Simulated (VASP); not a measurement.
Write the native input for VASP 6.6.1 that does the following.

```
Task                   : single point
Functional             : PBE
Potentials or basis    : VASP PAW PBE potentials, release 64 (Mg, O)
Cutoff                 : 600 eV
k mesh                 : 8 × 8 × 8
Occupations            : gaussian, width 0.01 eV
Spin                   : no spin polarisation
Dipole correction      : no
Further INCAR settings : ALGO = Normal; EDIFF = 1e-06; NBANDS = 11
```

The structure of MgO (Periclase) lies in POSCAR:

```
MgO
1.0
    0.0000000000      2.1053674364      2.1053674364
    2.1053674364      0.0000000000      2.1053674364
    2.1053674364      2.1053674364      0.0000000000
Mg O
1 1
Direct
    0.0000000000      0.0000000000      0.0000000000
    0.5000000000      0.5000000000      0.5000000000
```

This cell differs from its parent crystal: volume changed by -3%.

These files were run (other wordings do the same):

INCAR

```
ALGO = Normal
EDIFF = 1E-6
ENCUT = 600
GGA = PE
GGA_COMPAT = False
ISIF = 2
ISMEAR = 0
LASPH = True
LCHARG = False
LREAL = False
LWAVE = False
NBANDS = 11
NELM = 120
PREC = Accurate
SIGMA = 0.01
```

KPOINTS

```
k-points
0
Gamma
  8 8 8
```

Potentials or basis: VASP PAW PBE potentials, release 64 (Mg, O).

The run is started by

```bash
$ cat potpaw_PBE.64/Mg/POTCAR potpaw_PBE.64/O/POTCAR > POTCAR
$ mpirun -np 1 vasp_std > vasp.out
```

Results of the run:

* Pressure: 3.9 GPa
* Band gap on the k mesh: 4.74 eV, direct

Run time: 6.7 s on 1 thread of Intel(R) Xeon(R) Platinum 8488C (Sapphire Rapids) (shared host), peak memory 0.13 GiB.
